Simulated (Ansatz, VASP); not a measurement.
## One calculation of InP, two programs

```
CELL_PARAMETERS angstrom
0.00000 2.82616 2.82616
2.82616 0.00000 2.82616
2.82616 2.82616 0.00000
ATOMIC_POSITIONS crystal
In 0.00000 0.00000 0.00000
P 0.50000 0.50000 0.50000
```

Change from the starting cell: volume scaled by 0.97.

Alike in both runs: task single point; functional PBE; k mesh 11 × 11 × 11; occupations fermi-dirac, width 0.03 eV; no spin polarisation.

|  | VASP | Ansatz |
| --- | --- | --- |
| version | VASP 6.6.1 | Ansatz 0.2.0 |
| potentials or method | VASP PAW PBE potentials, release 64 (In_d, P), cutoff 520 eV | all-electron LAPW, scalar-relativistic |

|  | VASP | Ansatz | Ansatz less VASP |
| --- | --- | --- | --- |
| pressure (GPa) | -3.9 | -3.9 | +0.05 |

Ansatz ran all-electron here, and VASP with PAW potentials.
